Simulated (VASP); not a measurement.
# AlN (Fm-3m) in VASP: a series of runs

Aim: see how the results for AlN move with the level of theory and the settings. Levels: RPBE, LDA, BLYP. Tasks: single point.

The COD entry that gives the cell may itself be a prediction, so a difference from it is no test against experiment.

Program: VASP 6.6.1. These are calculated values, not measurements. Logs are shortened: lines on timing, memory, paths and dates and some standing lists are left out, and cuts for length are marked.

### 1 The cell of the first run

It takes space group Fm-3m (No. 225, cubic). The conventional cell has a = 3.938 Å, b = 3.938 Å, c = 3.938 Å, α = 90.00°, β = 90.00°, γ = 90.00°. Within 2.6 Å of Al (site symmetry m-3m) lie 6 N at 1.97 Å. N (site symmetry m-3m) has 6 Al at 1.97 Å within 2.6 Å.

### 2 Single point, RPBE

INCAR

```
PREC = Accurate
ENCUT = 600
EDIFF = 1E-6
ISMEAR = 0
SIGMA = 0.01
LREAL = F
LASPH = T
NELM = 120
ALGO = Normal
ISIF = 2
LWAVE = F
LCHARG = F
GGA = RP
NBANDS = 11
GGA_COMPAT = F
```

KPOINTS

```
regular mesh
0
Gamma
  8 8 8
```

POSCAR

```
AlN
1.0
    0.0000000000      1.9690000000      1.9690000000
    1.9690000000      0.0000000000      1.9690000000
    1.9690000000      1.9690000000      0.0000000000
Al N
1 1
Direct
    0.0000000000      0.0000000000      0.0000000000
    0.5000000000      0.5000000000      0.5000000000
```

Potentials or basis: VASP PAW PBE potentials, release 64 (Al, N).

Run with:

```console
$ cat potpaw_PBE.64/Al/POTCAR potpaw_PBE.64/N/POTCAR > POTCAR
$ mpirun -np 1 vasp_std > vasp.out
```

OUTCAR:

```text
PREC = Accurate
   ENCUT = 600
   EDIFF = 1E-6
   ISMEAR = 0
   LREAL = F
   LASPH = T
   NELM = 120
   ISIF = 2
   GGA = RP

 ion  position               nearest neighbor table
   1  0.000  0.000  0.000-   2 1.97   2 1.97   2 1.97   2 1.97   2 1.97   2 1.97
   2  0.500  0.500  0.500-   1 1.97   1 1.97   1 1.97   1 1.97   1 1.97   1 1.97

  LATTYP: Found a face centered cubic cell.
 ALAT       =     3.9380000000

  Lattice vectors:

 A1 = (   0.0000000000,   1.9690000000,   1.9690000000)
 A2 = (   1.9690000000,   0.0000000000,   1.9690000000)
 A3 = (   1.9690000000,   1.9690000000,   0.0000000000)

Analysis of symmetry for initial positions (statically):
=====================================================================
 Subroutine PRICEL returns:
 Original cell was already a primitive cell.

 Routine SETGRP: Setting up the symmetry group for a
 face centered cubic supercell.

 Subroutine GETGRP returns: Found 48 space group operations
 (whereof 48 operations were pure point group operations)
 out of a pool of 48 trial point group operations.

The static configuration has the point symmetry O_h .

Analysis of symmetry for dynamics (positions and initial velocities):
=====================================================================
 Subroutine PRICEL returns:
 Original cell was already a primitive cell.

 Routine SETGRP: Setting up the symmetry group for a
 face centered cubic supercell.

 Subroutine GETGRP returns: Found 48 space group operations
 (whereof 48 operations were pure point group operations)
 out of a pool of 48 trial point group operations.

The dynamic configuration has the point symmetry O_h .

 Subroutine INISYM returns: Found 48 space group operations
 (whereof 48 operations are pure point group operations),
 and found     1 'primitive' translations

----------------------------------------------------------------------------------------

                                     Primitive cell

  volume of cell :      15.2675

  direct lattice vectors                    reciprocal lattice vectors
     0.000000000  1.969000000  1.969000000    -0.253936008  0.253936008  0.253936008
     1.969000000  0.000000000  1.969000000     0.253936008 -0.253936008  0.253936008
     1.969000000  1.969000000  0.000000000     0.253936008  0.253936008 -0.253936008

  length of vectors
     2.784586504  2.784586504  2.784586504     0.439830068  0.439830068  0.439830068
[... 87 lines left out ...]
   ISIF   =      2    stress and relaxation
   ISYM   =      2    0-nonsym 1-usesym 2-fastsym
   POTIM  = 0.5000    time-step for ionic-motion
   TEBEG  =    0.0;   TEEND  =   0.0 temperature during run
   PSTRESS=    0.0 pullay stress
   NELECT =       8.0000    total number of electrons
   NUPDOWN=      -1.0000    fix difference up-down
   EMIN   =  10.00;   EMAX   =-10.00  energy-range for DOS
   EFERMI =   0.00;   METHOD = LEGACY
   ISMEAR =     0;   SIGMA  =   0.01  broadening in eV -4-tet -1-fermi 0-gaus
   EFERMI_NEDOS =   21; number of points for ismear=-14 and -15
   IALGO  =     38    algorithm
   IMIX   =      4    mixing-type and parameters
     AMIX     =   0.40;   BMIX     =  1.00
     AMIX_MAG =   1.60;   BMIX_MAG =  1.00
  volume/ion in A,a.u.               =       7.63        51.51
  Fermi-wavevector in a.u.,A,eV,Ry     =   1.319823  2.494104 23.700443  1.741933
  Thomas-Fermi vector in A             =   2.449694
   LORBIT       =      0    0 simple, 1 ext, 2 COOP (PROOUT), +10 PAW based schemes
   GGA     = RP    functional components
   LHFCALC =     F    Hartree Fock is set to
   AEXX    =    0.0000 exact exchange contribution
   IVDW    =     0    specifies the selected vdW correction
   LEPSILON=     F    determine dielectric tensor
   LRPA    =     F    only Hartree local field effects (RPA)
 non-spin polarized calculation
 Gauss-broadening in eV      SIGMA  =   0.01
  energy-cutoff  :      600.00
  volume of cell :       15.27
 maximum number of plane-waves:       531
 NGX is ok and might be reduce to    24
   NGX = 11   NGY = 11   NGZ = 11

 number of electron       8.0000000 magnetization

 Free energy of the ion-electron system (eV)
  ---------------------------------------------------
  ext. energy  EPLUGINS =         0.00000000
  ---------------------------------------------------
  free energy    TOTEN  =       -13.60039587 eV

  energy without entropy =      -13.60039587  energy(sigma->0) =      -13.60039587

 E-fermi :  11.1906     XC(G=0): -12.5689

 val. band max:       11.1396542454   @ k =   0.0000   0.0000   0.0000
 cond. band min:      16.3001987263   @ k =   0.5000   0.5000   0.0000
 fundamental gap:      5.1605444809
 Fermi energy:        11.1906004441

 k-point     1 :       0.0000    0.0000    0.0000
  band No.  band energies     occupation
      1      -7.2038      2.00000
      2      11.1397      2.00000
      3      11.1397      2.00000
      4      11.1397      2.00000
      5      18.0245      0.00000
      6      23.5663      0.00000
      7      23.5663      0.00000
      8      23.5663      0.00000
      9      28.9155      0.00000
     10      29.5087      0.00000
     11      29.5087      0.00000
[... 309 lines left out ...]
 k-point    24 :      -0.3750    0.2500    0.1250
  band No.  band energies     occupation
      1      -3.1003      2.00000
      2       3.2470      2.00000
      3       7.1396      2.00000
      4       8.9716      2.00000
      5      20.1482      0.00000
      6      20.4830      0.00000
      7      24.3339      0.00000
      8      24.8596      0.00000
      9      30.2299      0.00000
     10      31.4315      0.00000
     11      34.7240      0.00000

 [... further k-points ...]

------------------------ aborting loop because EDIFF is reached ----------------------------------------

  FORCE on cell =-STRESS in cart. coord.  units (eV):
  Direction    XX          YY          ZZ          XY          YZ          ZX
  --------------------------------------------------------------------------------------
  -------------------------------------------------------------------------------------
  Total        3.3226869      3.3226869      3.3226869      0.0000000      0.0000000     -0.0000000
  in kB      348.6846774    348.6846774    348.6846774      0.0000000      0.0000000     -0.0000000
  external PRESSURE =     348.6846774 kB  Pullay stress =       0.0000000 kB

 VOLUME and BASIS-vectors are now :
 -----------------------------------------------------------------------------
  energy-cutoff  :      600.00
  volume of cell :       15.27
      direct lattice vectors                 reciprocal lattice vectors
     0.000000000  1.969000000  1.969000000    -0.253936008  0.253936008  0.253936008
     1.969000000  0.000000000  1.969000000     0.253936008 -0.253936008  0.253936008
     1.969000000  1.969000000  0.000000000     0.253936008  0.253936008 -0.253936008

 POSITION                                       TOTAL-FORCE (eV/Angst)
 -----------------------------------------------------------------------------------
      0.00000      0.00000      0.00000        -0.000000      0.000000     -0.000000
      1.96900      1.96900      1.96900         0.000000     -0.000000      0.000000
 -----------------------------------------------------------------------------------
    total drift:                               -0.000000     -0.000000      0.000000

  FREE ENERGIE OF THE ION-ELECTRON SYSTEM (eV)
  ---------------------------------------------------
  free  energy   TOTEN  =       -13.6003958681 eV

  energy  without entropy=      -13.6003958681  energy(sigma->0) =      -13.60039587
```

OSZICAR:

```text
N       E                     dE             d eps       ncg     rms          rms(c)
DAV:   1     0.174614719932E+02    0.17461E+02   -0.45009E+03   638   0.711E+02
DAV:   2    -0.144253174497E+02   -0.31887E+02   -0.29804E+02   772   0.168E+02
DAV:   3    -0.153667844200E+02   -0.94147E+00   -0.93993E+00   796   0.261E+01
DAV:   4    -0.153705104531E+02   -0.37260E-02   -0.37258E-02   722   0.173E+00
DAV:   5    -0.153705412870E+02   -0.30834E-04   -0.30834E-04   752   0.155E-01    0.809E+00
DAV:   6    -0.136240928942E+02    0.17464E+01   -0.67783E+00   731   0.151E+01    0.315E+00
DAV:   7    -0.136013566137E+02    0.22736E-01   -0.24788E-01   730   0.352E+00    0.198E+00
DAV:   8    -0.136006132999E+02    0.74331E-03   -0.17402E-02   683   0.120E+00    0.371E-01
DAV:   9    -0.136003224892E+02    0.29081E-03   -0.12045E-03   740   0.235E-01    0.182E-01
DAV:  10    -0.136004067256E+02   -0.84236E-04   -0.20307E-04   713   0.105E-01    0.742E-02
DAV:  11    -0.136003962067E+02    0.10519E-04   -0.34260E-05   761   0.346E-02    0.113E-02
DAV:  12    -0.136003958681E+02    0.33861E-06   -0.15579E-06   487   0.104E-02
   1 F= -.13600396E+02 E0= -.13600396E+02  d E =-.176584E-15
```

stdout:

```text
POSCAR found type information on POSCAR AlN
 POSCAR found :  2 types and       2 ions
 scaLAPACK will be used
 -----------------------------------------------------------------------------
|                                                                             |
|                                                                             |
|     You enforced a specific xc type in the INCAR file but a different       |
|     I HOPE YOU KNOW WHAT YOU ARE DOING!                                     |
|                                                                             |
 -----------------------------------------------------------------------------

 LDA part: xc-table for (Slater+PW92), standard interpolation
 POSCAR, INCAR and KPOINTS ok, starting setup
 FFT: planning ... GRIDC
 FFT: planning ... GRID_SOFT
 FFT: planning ... GRID
 WAVECAR not read
 entering main loop
```

Run time: 5.8 s. Hardware: 1 thread of Intel Xeon 6975P-C, shared host; peak memory 0.13 GiB.

What came out:

```yaml
Free_energy: -13.6004 eV
Pressure: 34.9 GPa
Band_gap_on_the_k_mesh: 5.16 eV, indirect (least direct gap 6.88 eV)
```

Caveat: the PAW data sets were made with another functional, which shifts forces and pressure a little. A k mesh can miss the band edges.

### 3 Single point, LDA

INCAR

```
SYSTEM = AlN
  PREC = Accurate
  ENCUT = 600
  EDIFF = 1E-6
  ISMEAR = 0
  SIGMA = 0.01
  LREAL = .FALSE.
  LASPH = .TRUE.
  NELM = 120
  ALGO = Normal
  ISIF = 2
  LWAVE = .FALSE.
  LCHARG = .FALSE.
  NBANDS = 11
  GGA_COMPAT = .FALSE.
```

KPOINTS

```
Automatic mesh
0
G
  8 8 8
  0 0 0
```

POSCAR is that of step 2.

Potentials or basis: VASP PAW LDA potentials, release 64 (Al, N).

Run with:

```console
$ cat potpaw_LDA.64/Al/POTCAR potpaw_LDA.64/N/POTCAR > POTCAR
$ mpirun -np 1 vasp_std > vasp.out
```

OUTCAR:

```text
SYSTEM = AlN
   PREC = Accurate
   ENCUT = 600
   EDIFF = 1E-6
   ISMEAR = 0
   LREAL = .FALSE.
   LASPH = .TRUE.
   NELM = 120
   ISIF = 2

 ion  position               nearest neighbor table
   1  0.000  0.000  0.000-   2 1.97   2 1.97   2 1.97   2 1.97   2 1.97   2 1.97
   2  0.500  0.500  0.500-   1 1.97   1 1.97   1 1.97   1 1.97   1 1.97   1 1.97

  LATTYP: Found a face centered cubic cell.
 ALAT       =     3.9380000000

  Lattice vectors:

 A1 = (   0.0000000000,   1.9690000000,   1.9690000000)
 A2 = (   1.9690000000,   0.0000000000,   1.9690000000)
 A3 = (   1.9690000000,   1.9690000000,   0.0000000000)

[... 521 lines left out ...]

  FORCE on cell =-STRESS in cart. coord.  units (eV):
  Direction    XX          YY          ZZ          XY          YZ          ZX
  --------------------------------------------------------------------------------------
  -------------------------------------------------------------------------------------
  Total        1.6880150      1.6880150      1.6880150     -0.0000000     -0.0000000      0.0000000
  in kB      177.1412642    177.1412642    177.1412642     -0.0000000     -0.0000000      0.0000000
  external PRESSURE =     177.1412642 kB  Pullay stress =       0.0000000 kB

 VOLUME and BASIS-vectors are now :
 -----------------------------------------------------------------------------
  energy-cutoff  :      600.00
  volume of cell :       15.27
      direct lattice vectors                 reciprocal lattice vectors
     0.000000000  1.969000000  1.969000000    -0.253936008  0.253936008  0.253936008
     1.969000000  0.000000000  1.969000000     0.253936008 -0.253936008  0.253936008
     1.969000000  1.969000000  0.000000000     0.253936008  0.253936008 -0.253936008

 POSITION                                       TOTAL-FORCE (eV/Angst)
 -----------------------------------------------------------------------------------
      0.00000      0.00000      0.00000        -0.000000      0.000000      0.000000
      1.96900      1.96900      1.96900         0.000000     -0.000000     -0.000000
 -----------------------------------------------------------------------------------
    total drift:                               -0.000000     -0.000000      0.000000

  FREE ENERGIE OF THE ION-ELECTRON SYSTEM (eV)
  ---------------------------------------------------
  free  energy   TOTEN  =       -16.1824696446 eV

  energy  without entropy=      -16.1824696446  energy(sigma->0) =      -16.18246964
```

Wall time 4.5 s (1 thread of Intel Xeon 6975P-C, shared host); peak memory 0.12 GiB.

What came out:

```yaml
Free_energy: -16.1825 eV
Pressure: 17.7 GPa
Band_gap_on_the_k_mesh: 5.04 eV, indirect (least direct gap 6.96 eV)
```

Levels at points of the mesh, in eV from the valence-band top:
| k point | band 2 | band 3 | band 4 | band 5 | band 6 | band 7 |
| --- | --- | --- | --- | --- | --- | --- |
| (0.00, 0.00, 0.00) | 0.00 | 0.00 | 0.00 | 6.96 | 12.26 | 12.26 |
| (0.50, 0.00, 0.00) | -8.87 | -1.24 | -1.24 | 6.64 | 11.45 | 11.45 |
| (0.50, 0.50, 0.00) | -7.96 | -3.02 | -3.02 | 5.04 | 5.25 | 14.88 |

### 4 Single point, BLYP

INCAR

```
PREC = Accurate
ENCUT = 600
EDIFF = 1E-6
ISMEAR = 0
SIGMA = 0.01
LREAL = F
LASPH = T
NELM = 120
ALGO = Normal
ISIF = 2
LWAVE = F
LCHARG = F
GGA = B5
ALDAX = 1.0
AGGAX = 1.0
AGGAC = 1.0
ALDAC = 0.0
NBANDS = 11
GGA_COMPAT = F
```

KPOINTS

```
regular mesh
0
Gamma
  8 8 8
```

POSCAR is that of step 3.

Potentials or basis: VASP PAW PBE potentials, release 64 (Al, N).

Run with:

```console
$ cat potpaw_PBE.64/Al/POTCAR potpaw_PBE.64/N/POTCAR > POTCAR
$ mpirun -np 1 vasp_std > vasp.out
```

OUTCAR:

```text
PREC = Accurate
   ENCUT = 600
   EDIFF = 1E-6
   ISMEAR = 0
   LREAL = F
   LASPH = T
   NELM = 120
   ISIF = 2
   GGA = B5

 ion  position               nearest neighbor table
   1  0.000  0.000  0.000-   2 1.97   2 1.97   2 1.97   2 1.97   2 1.97   2 1.97
   2  0.500  0.500  0.500-   1 1.97   1 1.97   1 1.97   1 1.97   1 1.97   1 1.97

  LATTYP: Found a face centered cubic cell.
 ALAT       =     3.9380000000

  Lattice vectors:

[... 521 lines left out ...]

 [... further k-points ...]

------------------------ aborting loop because EDIFF is reached ----------------------------------------

  FORCE on cell =-STRESS in cart. coord.  units (eV):
  Direction    XX          YY          ZZ          XY          YZ          ZX
  --------------------------------------------------------------------------------------
  -------------------------------------------------------------------------------------
  Total        3.4097825      3.4097825      3.4097825      0.0000000      0.0000000     -0.0000000
  in kB      357.8245389    357.8245389    357.8245389      0.0000000      0.0000000     -0.0000000
  external PRESSURE =     357.8245389 kB  Pullay stress =       0.0000000 kB

 VOLUME and BASIS-vectors are now :
 -----------------------------------------------------------------------------
  energy-cutoff  :      600.00
  volume of cell :       15.27
      direct lattice vectors                 reciprocal lattice vectors
     0.000000000  1.969000000  1.969000000    -0.253936008  0.253936008  0.253936008
     1.969000000  0.000000000  1.969000000     0.253936008 -0.253936008  0.253936008
     1.969000000  1.969000000  0.000000000     0.253936008  0.253936008 -0.253936008

 POSITION                                       TOTAL-FORCE (eV/Angst)
 -----------------------------------------------------------------------------------
      0.00000      0.00000      0.00000        -0.000000     -0.000000      0.000000
      1.96900      1.96900      1.96900         0.000000      0.000000      0.000000
 -----------------------------------------------------------------------------------
    total drift:                               -0.000000     -0.000000      0.000000

  FREE ENERGIE OF THE ION-ELECTRON SYSTEM (eV)
  ---------------------------------------------------
  free  energy   TOTEN  =       -13.1257918600 eV

  energy  without entropy=      -13.1257918600  energy(sigma->0) =      -13.12579186
```

OSZICAR:

```text
N       E                     dE             d eps       ncg     rms          rms(c)
DAV:   1     0.180725420101E+02    0.18073E+02   -0.44918E+03   638   0.710E+02
DAV:   2    -0.144213471787E+02   -0.32494E+02   -0.30361E+02   772   0.170E+02
DAV:   3    -0.153780076693E+02   -0.95666E+00   -0.95522E+00   799   0.265E+01
DAV:   4    -0.153820982636E+02   -0.40906E-02   -0.40903E-02   719   0.180E+00
DAV:   5    -0.153821359904E+02   -0.37727E-04   -0.37727E-04   758   0.168E-01    0.863E+00
DAV:   6    -0.131358551158E+02    0.22463E+01   -0.93749E+00   746   0.177E+01    0.266E+00
DAV:   7    -0.131247375365E+02    0.11118E-01   -0.28585E-01   729   0.387E+00    0.185E+00
DAV:   8    -0.131262273989E+02   -0.14899E-02   -0.24017E-02   677   0.155E+00    0.379E-01
DAV:   9    -0.131257166075E+02    0.51079E-03   -0.15805E-03   760   0.274E-01    0.160E-01
DAV:  10    -0.131258023815E+02   -0.85774E-04   -0.28720E-04   707   0.122E-01    0.550E-02
DAV:  11    -0.131257916271E+02    0.10754E-04   -0.46304E-05   761   0.445E-02    0.961E-03
DAV:  12    -0.131257918600E+02   -0.23297E-06   -0.10473E-06   450   0.924E-03
   1 F= -.13125792E+02 E0= -.13125792E+02  d E =-.255510E-21
```

It took 10 s on 1 thread of Intel Xeon 6975P-C, shared host; peak memory 0.13 GiB.

What came out:

- Free energy: -13.1258 eV
- Pressure: 35.8 GPa
- Band gap on the k mesh: 5.52 eV, indirect (least direct gap 7.14 eV)

Caveat: the PAW data sets were made with another functional, which shifts forces and pressure a little.

### 5 The runs side by side

```csv
level,potentials or basis,gap on the mesh (eV),pressure (GPa)
RPBE,"VASP PAW PBE potentials, release 64 (Al, N)",5.16,34.9
LDA,"VASP PAW LDA potentials, release 64 (Al, N)",5.04,17.7
BLYP,"VASP PAW PBE potentials, release 64 (Al, N)",5.52,35.8
```

Alike in all rows: task single point; no spin polarisation; cell as given; k mesh 8 × 8 × 8; cutoff (eV) 600; smearing gaussian 0.01 eV.

Caveats: the PAW data sets were made with another functional, which shifts forces and pressure a little (some runs).

Total energies depend on the potentials used, so only differences within one code and one set of settings carry meaning.
